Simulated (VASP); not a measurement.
Write the native input for VASP 6.6.1 that does the following.

| Property | Result |
| --- | --- |
| Task | relaxation of cell and atoms |
| Functional | PBEsol |
| Potentials or basis | VASP PAW PBE potentials, release 64 (Ag) |
| Cutoff | 600 eV |
| k mesh | 24 × 24 × 24 |
| Occupations | fermi-dirac, width 0.1 eV |
| Spin | no spin polarisation |
| Dipole correction | no |
| Further INCAR settings | ALGO = Normal; EDIFF = 1e-07; IBRION = 2; EDIFFG = -0.002; NSW = 100; ISIF = 3 |

The structure of Ag lies in POSCAR:

```
Ag
1.0
    0.0000000000      2.0427500000      2.0427500000
    2.0427500000      0.0000000000      2.0427500000
    2.0427500000      2.0427500000      0.0000000000
Ag
1
Direct
    0.0000000000      0.0000000000      0.0000000000
```

One way to write it, as run:

INCAR

```
  PREC = Accurate
  ENCUT = 600
  EDIFF = 1E-7
  ISMEAR = -1
  SIGMA = 0.1
  LREAL = F
  LASPH = T
  NELM = 100
  ALGO = Normal
  ISIF = 3
  LWAVE = F
  LCHARG = F
  GGA = PS
  IBRION = 2
  NSW = 100
  EDIFFG = -0.002
```

KPOINTS

```
Automatic mesh
0
Gamma
  24 24 24
```

Potentials or basis: VASP PAW PBE potentials, release 64 (Ag).

Launch:

```sh
$ cat potpaw_PBE.64/Ag/POTCAR > POTCAR
$ mpirun -np 1 vasp_std > vasp.out
```

It gave:

```
Relaxed volume                         : 16.62 Å³/atom
Relaxed cell                           : a = 2.865 Å, b = 2.865 Å, c = 2.865 Å, α = 60.00°, β = 60.00°, γ = 60.00°
Space group after relaxing (to 0.05 Å) : Fm-3m (No. 225)
Energy gained by relaxing              : 3.8 meV/atom
Ionic steps                            : 3
Pressure after relaxing                : 0.0 GPa
```

Caveat: the PAW data sets were made with another functional, which shifts forces and pressure a little.

Wall time 68 s on 1 thread of Intel(R) Xeon(R) Platinum 8488C (Sapphire Rapids), on a shared host, peak memory 0.22 GiB.
